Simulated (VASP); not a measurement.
Here is a VASP 6.6.1 calculation.

Contents of INCAR:

```
SYSTEM = ZnAu
  PREC = Accurate
  ENCUT = 520
  EDIFF = 1E-6
  ISMEAR = 1
  SIGMA = 0.02
  LREAL = .FALSE.
  LASPH = .TRUE.
  NELM = 80
  ALGO = Normal
  ISIF = 2
  LWAVE = .FALSE.
  LCHARG = .FALSE.
  NBANDS = 18
```

File KPOINTS:

```
Automatic mesh
0
G
  5 5 5
  0 0 0
```

Contents of POSCAR:

```
ZnAu
1.0
    3.1470000000      0.0000000000      0.0000000000
    0.0000000000      3.1470000000      0.0000000000
    0.0000000000      0.0000000000      3.1470000000
Zn Au
1 1
Direct
    0.5000000000      0.5000000000      0.5000000000
    0.0000019079      0.0000019079      0.0000000000
```

Potentials or basis: VASP PAW LDA potentials, release 64 (Zn, Au).

Run with:

```bash
$ cat potpaw_LDA.64/Zn/POTCAR potpaw_LDA.64/Au/POTCAR > POTCAR
$ mpirun -np 1 vasp_std > vasp.out
```

Q: Predict the pressure.

A: -5.7 GPa.

Q: Estimate the band gap on the k mesh.

A: Zero (an odd number of electrons rules out a gap without spin polarisation).

Caveat: the k points lie up to 0.40 Å⁻¹ apart, too coarse for converged energies and pressures of a metal; spin-orbit coupling is left out, which moves the levels of the heavy elements.
